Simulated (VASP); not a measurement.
# KF (Fmmm) in VASP: further runs, part 2 of 2

VASP 6.6.1.

### Step 5. Single point, LDA (normal strain along x +0.0175, normal strain along z -0.1125)

Input file INCAR:

```
SYSTEM = KF
PREC = Accurate
ENCUT = 520
EDIFF = 1E-6
ISMEAR = 0
SIGMA = 0.05
LREAL = .FALSE.
LASPH = .TRUE.
NELM = 60
ALGO = Normal
ISIF = 2
LWAVE = .FALSE.
LCHARG = .TRUE.
GGA = CA
LELF = .TRUE.
LVHAR = .TRUE.
NBANDS = 15
```

Input file KPOINTS:

```
regular mesh
0
G
  8 8 8
  0 0 0
```

Input file POSCAR:

```
KF
1.0
    0.0000000000      2.5817196783      2.2912762145
    2.6268997727      0.0000000000      2.2912762145
    2.6268997727      2.5817196783      0.0000000000
K F
1 1
Direct
    0.0000000000      0.0000000000      0.0000000000
    0.5000000000      0.5000000000      0.5000000000
```

On the command line:

```bash
cat potpaw_LDA.64/K_sv/POTCAR potpaw_LDA.64/F/POTCAR > POTCAR
mpirun -np 1 vasp_std > vasp.out
```

It took 18 s on 1 thread of Intel Xeon 6975P-C (Granite Rapids), shared host; peak memory 0.17 GiB.

Results (log left out):

```yaml
Free_energy: -8.8312 eV
Pressure: 9.4 GPa
Band_gap_on_the_k_mesh: 6.26 eV, indirect (least direct gap 6.34 eV)
```

Stress tensor (GPa, compression positive):
```
 0.92  0.00  0.00
 0.00  2.52  0.00
 0.00  0.00 24.67
```

Levels at points of the mesh, in eV from the valence-band top:
```tsv
k point	band 4	band 5	band 6	band 7	band 8	band 9	band 10	band 11	band 12	band 13
(0.00, 0.00, 0.00)	-8.87	-8.86	-0.69	-0.66	-0.08	6.26	10.22	10.36	11.20	11.79
(0.50, 0.00, 0.00)	-9.04	-8.75	-1.65	-1.18	-1.15	9.04	11.20	12.06	12.98	15.14
(0.50, 0.50, 0.00)	-9.49	-9.44	-0.64	-0.59	0.00	7.08	11.02	13.29	14.25	14.88
(0.50, 0.00, 0.50)	-9.57	-9.10	-0.71	-0.67	-0.01	7.69	10.68	12.21	14.24	14.40
(0.00, 0.50, 0.50)	-9.51	-9.09	-0.74	-0.67	-0.03	7.73	10.73	12.06	14.26	14.53
```

Caveat: the cell differs from its parent crystal (normal strain along x +0.0175, normal strain along z -0.1125). A k mesh can miss the band edges.

### Step 6. Single point, LDA (normal strain along x +0.0350, normal strain along z -0.1125)

Input file INCAR:

```
PREC = Accurate
ENCUT = 520
EDIFF = 1E-6
ISMEAR = 0
SIGMA = 0.05
LREAL = False
LASPH = True
NELM = 60
ALGO = Normal
ISIF = 2
LWAVE = False
LCHARG = True
LELF = True
LVHAR = True
NBANDS = 15
```

Input file KPOINTS:

```
regular mesh
0
Gamma
  8 8 8
```

Input file POSCAR:

```
KF
1.0
    0.0000000000      2.5817196783      2.2912762145
    2.6720798670      0.0000000000      2.2912762145
    2.6720798670      2.5817196783      0.0000000000
K F
1 1
Direct
    0.0000000000      0.0000000000      0.0000000000
    0.5000000000      0.5000000000      0.5000000000
```

Potentials or basis: VASP PAW LDA potentials, release 64 (K_sv, F).

On the command line:

```bash
cat potpaw_LDA.64/K_sv/POTCAR potpaw_LDA.64/F/POTCAR > POTCAR
mpirun -np 1 vasp_std > vasp.out
```

Wall time 18 s (1 thread of Intel Xeon 6975P-C (Granite Rapids), shared host); peak memory 0.17 GiB.

Results (log left out):

| Item | Value |
| --- | --- |
| Free energy | -8.8324 eV |
| Pressure | 8.5 GPa |
| Band gap on the k mesh | 6.13 eV, indirect (least direct gap 6.20 eV) |

Stress tensor (GPa, compression positive):
```
-0.58  0.00  0.00
 0.00  2.24  0.00
 0.00  0.00 23.89
```

Levels at points of the mesh, in eV from the valence-band top:
```tsv
k point	band 6	band 7	band 8	band 9	band 10	band 11
(0.00, 0.00, 0.00)	-0.70	-0.64	-0.07	6.13	10.13	10.40
(0.50, 0.00, 0.00)	-1.63	-1.16	-1.14	8.96	11.05	11.96
(0.50, 0.50, 0.00)	-0.68	-0.58	0.00	7.08	10.95	13.19
(0.50, 0.00, 0.50)	-0.74	-0.67	0.00	7.70	10.54	12.10
(0.00, 0.50, 0.50)	-0.79	-0.66	-0.02	7.78	10.65	11.80
```

Caveat: the cell differs from its parent crystal (normal strain along x +0.0350, normal strain along z -0.1125). A k mesh can miss the band edges.

### Step 7. Single point, LDA (normal strain along x +0.0175, normal strain along z -0.0750)

Input file INCAR:

```
SYSTEM = KF
PREC = Accurate ; ENCUT = 520
EDIFF = 1E-7 ; ISMEAR = 0
SIGMA = 0.05 ; LREAL = .FALSE.
LASPH = .TRUE. ; NELM = 80
ALGO = Normal ; ISIF = 2
LWAVE = .FALSE. ; LCHARG = .FALSE.
NBANDS = 15
```

Input file KPOINTS:

```
regular mesh
0
G
  8 8 8
  0 0 0
```

Input file POSCAR:

```
KF
1.0
    0.0000000000      2.5817196783      2.3880907024
    2.6268997727      0.0000000000      2.3880907024
    2.6268997727      2.5817196783      0.0000000000
K F
1 1
Direct
    0.0000000000      0.0000000000      0.0000000000
    0.5000000000      0.5000000000      0.5000000000
```

On the command line:

```bash
cat potpaw_LDA.64/K_sv/POTCAR potpaw_LDA.64/F/POTCAR > POTCAR
mpirun -np 1 vasp_std > vasp.out
```

It took 18 s on 1 thread of Intel Xeon 6975P-C (Granite Rapids), shared host; peak memory 0.17 GiB.

It converged, with:

| Property | Result |
| --- | --- |
| Free energy | -8.9815 eV |
| Pressure | 4.7 GPa |
| Band gap on the k mesh | 6.37 eV, indirect (least direct gap 6.40 eV) |

Stress tensor (GPa, compression positive):
```
 0.04  0.00  0.00
 0.00  1.50  0.00
 0.00  0.00 12.46
```

Levels at points of the mesh, in eV from the valence-band top:
```csv
k point,band 5,band 6,band 7,band 8,band 9,band 10,band 11,band 12
"(0.00, 0.00, 0.00)",-8.78,-0.37,-0.33,-0.04,6.37,10.44,10.57,11.11
"(0.50, 0.00, 0.00)",-8.74,-1.32,-0.83,-0.81,9.16,11.18,12.22,12.85
"(0.50, 0.50, 0.00)",-9.23,-0.36,-0.31,-0.03,7.47,10.92,12.98,14.23
"(0.50, 0.00, 0.50)",-9.04,-0.41,-0.39,0.00,7.83,10.75,12.27,14.23
"(0.00, 0.50, 0.50)",-9.03,-0.47,-0.35,-0.01,7.88,10.79,12.12,14.24
```

Caveat: the cell differs from its parent crystal (normal strain along x +0.0175, normal strain along z -0.0750). A k mesh can miss the band edges.

### Step 8. Summary

```tsv
cell	gap on the mesh (eV)	pressure (GPa)
a = 3.388, b = 3.493, c = 3.748 Å, angles 55.7, 58.3, 66.0°, 2 atoms	5.68	14.5
a = 3.388, b = 3.528, c = 3.781 Å, angles 55.1, 58.7, 66.2°, 2 atoms	5.56	13.8
a = 3.517, b = 3.484, c = 3.619 Å, angles 59.3, 58.4, 62.3°, 2 atoms	6.62	6.6
a = 3.452, b = 3.486, c = 3.683 Å, angles 57.5, 58.4, 64.1°, 2 atoms	6.26	9.4
a = 3.452, b = 3.520, c = 3.716 Å, angles 56.9, 58.7, 64.4°, 2 atoms	6.13	8.5
a = 3.517, b = 3.550, c = 3.683 Å, angles 58.1, 59.0, 62.8°, 2 atoms	6.37	4.7
```

Alike in all rows: task single point; level LDA; potentials or basis VASP PAW LDA potentials, release 64 (K_sv, F); no spin polarisation; k mesh 8 × 8 × 8; cutoff (eV) 520; smearing gaussian 0.05 eV.

Absolute energies hang on the potentials; compare differences alone.
